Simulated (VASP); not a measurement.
# Al5Cl (P4/mmm) in VASP: a series of runs, part 2 of 2

VASP 6.6.1. Earlier steps stand in the parts before.

### 3 Relaxation of cell and atoms, PBE

This run uses another cell than the first one, of 18.89 Å³/atom.

INCAR

```
ALGO = Normal
EDIFF = 1E-7
EDIFFG = -0.01
ENCUT = 600
GGA = PE
IBRION = 2
ISIF = 3
ISMEAR = 0
LASPH = T
LCHARG = F
LREAL = F
LWAVE = F
NELM = 60
NSW = 100
PREC = Accurate
SIGMA = 0.1
```

KPOINTS

```
k-points
0
Gamma
  12 12 4
```

POSCAR

```
Al5Cl
1.0
    2.9910573200      0.0000000000      0.0000000000
    0.0000000000      2.9910573200      0.0000000000
    0.0000000000      0.0000000000     12.6700224900
Al Cl
5 1
Direct
    0.5000000000      0.5000000000      0.3344822800
    0.5000000000      0.5000000000      0.6655177200
    0.0000000000      0.0000000000      0.1759868000
    0.0000000000      0.0000000000      0.8240132000
    0.0000000000      0.0000000000      0.5000000000
    0.5000000000      0.5000000000      0.0000000000
```

Potentials or basis: VASP PAW PBE potentials, release 64 (Al, Cl).

Started as:

```bash
$ cat potpaw_PBE.64/Al/POTCAR potpaw_PBE.64/Cl/POTCAR > POTCAR
$ mpirun -np 1 vasp_std > vasp.out
```

OUTCAR:

```text
EDIFF = 1E-7
   EDIFFG = -0.01
   ENCUT = 600
   GGA = PE
   IBRION = 2
   ISIF = 3
   ISMEAR = 0
   LASPH = T
   LREAL = F
   NELM = 60
   NSW = 100
   PREC = Accurate

 ion  position               nearest neighbor table
   1  0.500  0.500  0.334-   3 2.92   3 2.92   3 2.92   3 2.92   5 2.98   5 2.98   5 2.98   5 2.98

   2  0.500  0.500  0.666-   4 2.92   4 2.92   4 2.92   4 2.92   5 2.98   5 2.98   5 2.98   5 2.98

   3  0.000  0.000  0.176-   1 2.92   1 2.92   1 2.92   1 2.92
   4  0.000  0.000  0.824-   2 2.92   2 2.92   2 2.92   2 2.92
   5  0.000  0.000  0.500-   1 2.98   2 2.98   1 2.98   2 2.98   1 2.98   2 2.98   1 2.98   2 2.98

   6  0.500  0.500  0.000-

  LATTYP: Found a simple tetragonal cell.
 ALAT       =     2.9910573200
 C/A-ratio  =     4.2359677982

  Lattice vectors:

 A1 = (   2.9910573200,   0.0000000000,   0.0000000000)
 A2 = (   0.0000000000,   2.9910573200,   0.0000000000)
 A3 = (   0.0000000000,   0.0000000000,  12.6700224900)

Analysis of symmetry for initial positions (statically):
=====================================================================
 Subroutine PRICEL returns:
 Original cell was already a primitive cell.

 Routine SETGRP: Setting up the symmetry group for a
 simple tetragonal supercell.

 Subroutine GETGRP returns: Found 16 space group operations
 (whereof 16 operations were pure point group operations)
 out of a pool of 16 trial point group operations.

The static configuration has the point symmetry D_4h.

Analysis of symmetry for dynamics (positions and initial velocities):
=====================================================================
 Subroutine PRICEL returns:
 Original cell was already a primitive cell.

 Routine SETGRP: Setting up the symmetry group for a
 simple tetragonal supercell.

 Subroutine GETGRP returns: Found 16 space group operations
 (whereof 16 operations were pure point group operations)
 out of a pool of 16 trial point group operations.

The dynamic configuration has the point symmetry D_4h.

 Subroutine INISYM returns: Found 16 space group operations
 (whereof 16 operations are pure point group operations),
 and found     1 'primitive' translations

----------------------------------------------------------------------------------------

                                     Primitive cell

  volume of cell :     113.3514

  direct lattice vectors                    reciprocal lattice vectors
     2.991057320  0.000000000  0.000000000     0.334329935  0.000000000  0.000000000
     0.000000000  2.991057320  0.000000000     0.000000000  0.334329935  0.000000000
     0.000000000  0.000000000 12.670022490     0.000000000  0.000000000  0.078926458

  length of vectors
     2.991057320  2.991057320 12.670022490     0.334329935  0.334329935  0.078926458

  position of ions in fractional coordinates (direct lattice)
     0.500000000  0.500000000  0.334482280
     0.500000000  0.500000000  0.665517720
     0.000000000  0.000000000  0.175986800
     0.000000000  0.000000000  0.824013200
     0.000000000  0.000000000  0.500000000
     0.500000000  0.500000000  0.000000000

  ion indices of the primitive-cell ions
   primitive index   ion index
                 1           1
                 2           2
                 3           3
                 4           4
                 5           5
                 6           6

----------------------------------------------------------------------------------------

 KPOINTS: k-points

Automatic generation of k-mesh.
[... 76 lines left out ...]
   PSTRESS=    0.0 pullay stress
   NELECT =      22.0000    total number of electrons
   NUPDOWN=      -1.0000    fix difference up-down
   EMIN   =  10.00;   EMAX   =-10.00  energy-range for DOS
   EFERMI =   0.00;   METHOD = LEGACY
   ISMEAR =     0;   SIGMA  =   0.10  broadening in eV -4-tet -1-fermi 0-gaus
   EFERMI_NEDOS =   21; number of points for ismear=-14 and -15
   IALGO  =     38    algorithm
   IMIX   =      4    mixing-type and parameters
     AMIX     =   0.40;   BMIX     =  1.00
     AMIX_MAG =   1.60;   BMIX_MAG =  1.00
  volume/ion in A,a.u.               =      18.89       127.49
  Fermi-wavevector in a.u.,A,eV,Ry     =   0.947851  1.791179 12.223769  0.898422
  Thomas-Fermi vector in A             =   2.075984
   LORBIT       =      0    0 simple, 1 ext, 2 COOP (PROOUT), +10 PAW based schemes
   GGA     = PE    functional components
   LHFCALC =     F    Hartree Fock is set to
   AEXX    =    0.0000 exact exchange contribution
   IVDW    =     0    specifies the selected vdW correction
   LEPSILON=     F    determine dielectric tensor
   LRPA    =     F    only Hartree local field effects (RPA)
 conjugate gradient relaxation of ions
 non-spin polarized calculation
 Gauss-broadening in eV      SIGMA  =   0.10
  energy-cutoff  :      600.00
  volume of cell :      113.35
 maximum number of plane-waves:      3828
 NGX is ok and might be reduce to    24
   NGX = 11   NGY = 11   NGZ = 51

--------------------------------------- Ionic step        1  -------------------------------------------

 number of electron      21.9999999 magnetization

 Free energy of the ion-electron system (eV)
  ---------------------------------------------------
  ext. energy  EPLUGINS =         0.00000000
  ---------------------------------------------------
  free energy    TOTEN  =       -20.29585385 eV

  energy without entropy =      -20.28100766  energy(sigma->0) =      -20.28843076

------------------------ aborting loop because EDIFF is reached ----------------------------------------

  FORCE on cell =-STRESS in cart. coord.  units (eV):
  Direction    XX          YY          ZZ          XY          YZ          ZX
  --------------------------------------------------------------------------------------
  -------------------------------------------------------------------------------------
  Total       -1.3700777     -1.3700777     -4.4360153      0.0000000      0.0000000      0.0000000
  in kB      -19.3655099    -19.3655099    -62.7013308      0.0000000      0.0000000      0.0000000
  external PRESSURE =     -33.8107835 kB  Pullay stress =       0.0000000 kB
[... 101 lines left out ...]
  FREE ENERGIE OF THE ION-ELECTRON SYSTEM (eV)
  ---------------------------------------------------
  free  energy   TOTEN  =       -20.4295058964 eV

  energy  without entropy=      -20.4149127611  energy(sigma->0) =      -20.42220933

 E-fermi :   7.2710     XC(G=0): -10.0058

 val. band max:        7.2410498670   @ k =   0.3333   0.3333   0.5000
 cond. band min:       7.2762009556   @ k =   0.0833   0.0000   0.5000
 fundamental gap:      0.0351510886
 Fermi energy:         7.2709862066

 k-point     1 :       0.0000    0.0000    0.0000
  band No.  band energies     occupation
      1      -9.9546      2.00000
      2      -3.2899      2.00000
      3      -2.6674      2.00000
      4      -0.4664      2.00000
      5      -0.0120      2.00000
      6       3.7102      2.00000
      7       4.6632      2.00000
      8       4.6632      2.00000
      9       5.0159      2.00000
     10       9.4356      0.00000
     11      10.2126      0.00000
     12      11.5979      0.00000
     13      11.5979      0.00000
     14      11.8386      0.00000
[... 403 lines left out ...]
      4       1.6093      2.00000
      5       1.9625      2.00000
      6       3.0497      2.00000
      7       3.8672      2.00000
      8       4.2144      2.00000
      9       4.7143      2.00000
     10       6.3322      2.00000
     11       6.5267      2.00000
     12       6.6311      2.00000
     13       7.4909      0.00187
     14       8.2876      0.00000
     15       8.3658      0.00000

 [... further k-points ...]

[... ionic steps 4 to 11 ...]

--------------------------------------- Ionic step       12  -------------------------------------------

 number of electron      22.0000000 magnetization

------------------------ aborting loop because EDIFF is reached ----------------------------------------
[... 75 lines left out ...]
--------------------------------------- Ionic step       14  -------------------------------------------

 number of electron      21.9999999 magnetization

 Free energy of the ion-electron system (eV)
  ---------------------------------------------------
  ext. energy  EPLUGINS =         0.00000000
  ---------------------------------------------------
  free energy    TOTEN  =       -20.46122230 eV

  energy without entropy =      -20.45018275  energy(sigma->0) =      -20.45570253

 E-fermi :   7.2254     XC(G=0):  -9.9986

 val. band max:        7.2208155139   @ k =   0.5000   0.3333   0.5000
 cond. band min:       7.2255566116   @ k =   0.3333   0.3333   0.5000
 fundamental gap:      0.0047410977
 Fermi energy:         7.2253538334

 k-point     1 :       0.0000    0.0000    0.0000
  band No.  band energies     occupation
      1      -9.8986      2.00000
      2      -3.3402      2.00000
      3      -2.6840      2.00000
      4      -0.5192      2.00000
      5      -0.0241      2.00000
      6       3.6479      2.00000
      7       4.7454      2.00000
      8       4.7454      2.00000
      9       4.9407      2.00000
     10       9.3408      0.00000
     11      10.2166      0.00000
     12      11.5958      0.00000
     13      11.5958      0.00000
     14      11.8334      0.00000
[... 448 lines left out ...]
  FREE ENERGIE OF THE ION-ELECTRON SYSTEM (eV)
  ---------------------------------------------------
  free  energy   TOTEN  =       -20.4612223044 eV

  energy  without entropy=      -20.4501827474  energy(sigma->0) =      -20.45570253

 reached required accuracy - stopping structural energy minimisation
```

It took 27 min on 1 thread of Intel Xeon 8259CL, shared host; peak memory 0.35 GiB.

What came out:

| Property | Result |
| --- | --- |
| Free energy | -20.4612 eV |
| Relaxed volume | 17.69 Å³/atom |
| Relaxed cell | a = 3.006 Å, b = 3.006 Å, c = 11.750 Å, α = 90.00°, β = 90.00°, γ = 90.00° |
| Space group after relaxing (to 0.1 Å) | P4/mmm (No. 123) |
| Energy gained by relaxing | 27.6 meV/atom |
| Ionic steps | 14 |
| Pressure after relaxing | 0.0 GPa |
| Largest force after relaxing | 0.005 eV/Å |

Forces in eV/Å, atoms in the order of the input:
```
Al   0.000  0.000  0.005
Al   0.000  0.000 -0.005
Al   0.000  0.000 -0.005
Al   0.000  0.000  0.005
Al   0.000  0.000  0.000
Cl   0.000  0.000  0.000
```

The path:
| step | energy change (eV) | largest force (eV/Å) | pressure (GPa) | volume (Å³) |
| --- | --- | --- | --- | --- |
| 1 | 0.0000 | 0.1826 | -3.38 | 113.35 |
| 2 | -0.1243 | 0.1298 | -0.39 | 106.91 |
| 3 | -0.1337 | 0.0974 | 0.69 | 104.94 |
| 4 | -0.1338 | 0.0928 | 0.82 | 104.71 |
| 5 | -0.1534 | 0.0892 | 0.39 | 105.31 |
| 6 | -0.1595 | 0.1358 | 0.10 | 105.81 |
| 7 | -0.1600 | 0.1468 | 0.02 | 105.94 |
| 8 | -0.1602 | 0.1580 | -0.05 | 106.09 |
| 9 | -0.1630 | 0.1031 | -0.01 | 106.05 |
| 10 | -0.1644 | 0.0353 | 0.06 | 106.01 |
| 11 | -0.1644 | 0.0375 | 0.07 | 106.00 |
| 12 | -0.1650 | 0.0304 | -0.03 | 106.20 |
| 13 | -0.1652 | 0.0211 | -0.15 | 106.45 |
| 14 | -0.1654 | 0.0054 | 0.03 | 106.15 |

Final structure:
```xyz
6
Lattice="3.0057 0.0000 0.0000 0.0000 3.0057 0.0000 0.0000 0.0000 11.7501" Properties=species:S:1:pos:R:3 pbc="T T T"
Al    1.5028    1.5028    3.9614
Al    1.5028    1.5028    7.7887
Al    3.0057    0.0000    2.0967
Al    0.0000    0.0000    9.6534
Al    0.0000    0.0000    5.8751
Cl    1.5028    1.5028    0.0000
```

Caveat: the highest band is partly filled, so the run has too few bands.
